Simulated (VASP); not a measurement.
SrO:

```xyz
2
Lattice="0.0000 2.7923 2.7923 2.7923 0.0000 2.7923 2.7923 2.7923 0.0000" Properties=species:S:1:pos:R:3 pbc="T T T"
Sr    0.0000    0.0000    0.0000
O     1.3961    1.3961    1.3961
```

Base run:

```yaml
Program: VASP 6.6.1
Functional: PBE
Potentials_or_basis: VASP PAW PBE potentials, release 64 (Sr_sv, O)
Cutoff: 520 eV
k_mesh: 8 × 8 × 8
Occupations: gaussian, width 0.01 eV
Spin: no spin polarisation
```

Its results: band gap on the k mesh 2.52 eV, indirect (least direct gap 3.37 eV); pressure 1.4 GPa.

**Question.** The run is repeated on the same cell with these changes: functional from PBE to r2SCAN; further incar settings from ALGO = Normal; EDIFF = 1e-07; NBANDS = 15 to ALGO = Normal; EDIFF = 1e-06; NBANDS = 15. What comes out?

**Answer.** Band gap on the k mesh 2.90 eV, indirect (least direct gap 3.75 eV); pressure 0.5 GPa.

Caveats: the PAW data sets were made with another functional, which shifts forces and pressure a little (some runs).

A k mesh can miss the band edges.
